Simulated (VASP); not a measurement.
Runs of VASP 6.6.1 on HfO2 (CdI2 type). The structure is that of space group P-3m1 (No. 164), or close to it. The cells are those of the table. 

```csv
task,cell,cutoff (eV),gap on the mesh (eV),pressure (GPa),largest force (eV/Å)
single point,"a = 3.127, b = 3.127, c = 2.663 Å, angles 90.0, 90.0, 120.0°, 3 atoms",520,none,174.8,0.13
single point,"a = 3.128, b = 3.128, c = 2.660 Å, angles 90.0, 90.0, 120.0°, 3 atoms",520,none,(a),0.15
relaxation of cell and atoms,"relaxed to 180 GPa from a = 3.127, b = 3.127, c = 2.663 Å, angles 90.0, 90.0, 120.0°, 3 atoms",600,none,180.0,-
relaxation of cell and atoms,"relaxed to 180 GPa from a = 2.558, b = 2.558, c = 4.092 Å, angles 90.0, 90.0, 120.0°, 3 atoms",600,none,180.1,-
```

Alike in all rows: level PBE; potentials or basis VASP PAW PBE potentials, release 64 (Hf_pv, O); no spin polarisation; k mesh 14 × 14 × 8; smearing fermi-dirac 0.05 eV.

Fill in the values left out.

(a) 174.7.

Caveats: spin-orbit coupling is left out, which moves the levels of the heavy elements; the cell is relaxed towards a set pressure, so the enthalpy falls and the energy may rise (some runs).

A k mesh can miss the band edges, and the runs leave out spin-orbit coupling on Hf.

A gap of «none» marks levels without a gap at the run's occupations.
